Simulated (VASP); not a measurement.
Here is a VASP 6.6.1 calculation.

The input INCAR:

```
SYSTEM = GaF
  PREC = Accurate
  ENCUT = 600
  EDIFF = 1E-6
  ISMEAR = -1
  SIGMA = 0.05
  LREAL = .FALSE.
  LASPH = .TRUE.
  NELM = 60
  ALGO = Normal
  ISIF = 3
  LWAVE = .FALSE.
  LCHARG = .FALSE.
  GGA = PE
  IVDW = 13
  IBRION = 2
  NSW = 60
  EDIFFG = -0.01
```

Contents of KPOINTS:

```
regular mesh
0
G
  8 8 8
  0 0 0
```

POSCAR

```
GaF
1.0
    3.1659200000      0.0000000000      0.0000000000
    0.0000000000      3.1659200000      0.0000000000
    0.0000000000      0.0000000000      3.1659200000
Ga F
1 1
Direct
    0.0000000000      0.0000000000      0.0000000000
    0.5000000000      0.5000000000      0.5000000000
```

Potentials or basis: VASP PAW PBE potentials, release 64 (Ga_d, F).

The run is started by

```sh
$ cat potpaw_PBE.64/Ga_d/POTCAR potpaw_PBE.64/F/POTCAR > POTCAR
$ mpirun -np 1 vasp_std > vasp.out
```

Problem. What does it give for the relaxed volume?

Solution. 15.15 Å³/atom.

Problem. Estimate the band gap on the k mesh.

Solution. Zero (band 10 reaches 3.28 eV, above the bottom of band 11 at 3.27 eV).

Problem. Estimate the dispersion energy per atom.

Solution. -0.244 eV.

The path:
```tsv
step	energy change (eV)	largest force (eV/Å)	pressure (GPa)	volume (Å³)
1	0.0000	0.0000	-1.12	31.73
2	-0.0040	0.0000	-1.25	31.23
3	-0.0074	0.0000	-0.60	30.66
4	-0.0050	0.0000	1.34	29.54
5	-0.0081	0.0000	0.03	30.30
```

Caveat: pairwise dispersion overbinds metals, which lowers pressure and volume.
